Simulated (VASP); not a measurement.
Tl, 1 atom in the cell. The typed cell holds 1 atom: a = 3.458 Å, b = 3.458 Å, c = 3.458 Å, α = 120.00°, β = 120.00°, γ = 90.01°.  This cell differs from its parent crystal: ratio of the length along z to the lengths across it x 1.414, volume and fractional coordinates fixed.

| Quantity | Value |
| --- | --- |
| Program | VASP 6.6.1 |
| Task | single point |
| Functional | PBEsol |
| Potentials or basis | VASP PAW PBE potentials, release 64 (Tl_d) |
| Cutoff | 520 eV |
| k mesh | 20 × 20 × 20 |
| Occupations | gaussian, width 0.15 eV |
| Spin | no spin polarisation |
| Dipole correction | no |
| Further INCAR settings | ALGO = Fast; EDIFF = 1e-06; NBANDS = 12 |

Potentials or basis: VASP PAW PBE potentials, release 64 (Tl_d).

The run is started by

```bash
$ cat potpaw_PBE.64/Tl_d/POTCAR > POTCAR
$ mpirun -np 1 vasp_std > vasp.out
```

Hardware: 1 thread of Intel(R) Xeon(R) 6975P-C (Granite Rapids), on a shared host.

How long does it take, and how much memory?

It took 78 s on 1 thread of Intel(R) Xeon(R) 6975P-C (Granite Rapids) (shared host), peak memory 0.33 GiB. Counts: scf iterations 11, k points 641.
